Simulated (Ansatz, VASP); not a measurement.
**Two plane-wave programs on SnSe**

```
Sn Se
1.0
     4.29240    0.00000    0.00000
     0.00000    4.29240    0.00000
     0.00000    0.00000    6.25770
Sn Se
2 2
Direct
  0.50000 0.00000 0.25009
  0.00000 0.50000 0.74991
  0.50000 0.00000 0.74994
  0.00000 0.50000 0.25006
```

Alike in both runs: task single point; functional PBE; dispersion D3(BJ); k mesh 8 × 8 × 6; occupations gaussian, width 0.03 eV; no spin polarisation.

|  | VASP | Ansatz |
| --- | --- | --- |
| version | VASP 6.6.1 | Ansatz 0.2.0 |
| potentials or method | VASP PAW PBE potentials, release 64 (Sn_d, Se), cutoff 520 eV | scalar-relativistic, plane waves, PAW |
| valence electrons in the cell | 40 | 60 |

VASP gave:

* gap on the k mesh at the Fermi level (eV): 0.37
* least direct gap on the mesh (eV): 0.37
* pressure (GPa): -3.3
* traceless stress, the component that is largest in VASP (GPa): -1.79

Which values does Ansatz return?

gap on the k mesh at the Fermi level (eV): 0.37; least direct gap on the mesh (eV): 0.37; pressure (GPa): -3.2; traceless stress, the component that is largest in VASP (GPa): -1.78.

VASP's potentials hold 40 valence electrons a cell and Ansatz's 60, so a difference there can come from the potentials and not from the codes.
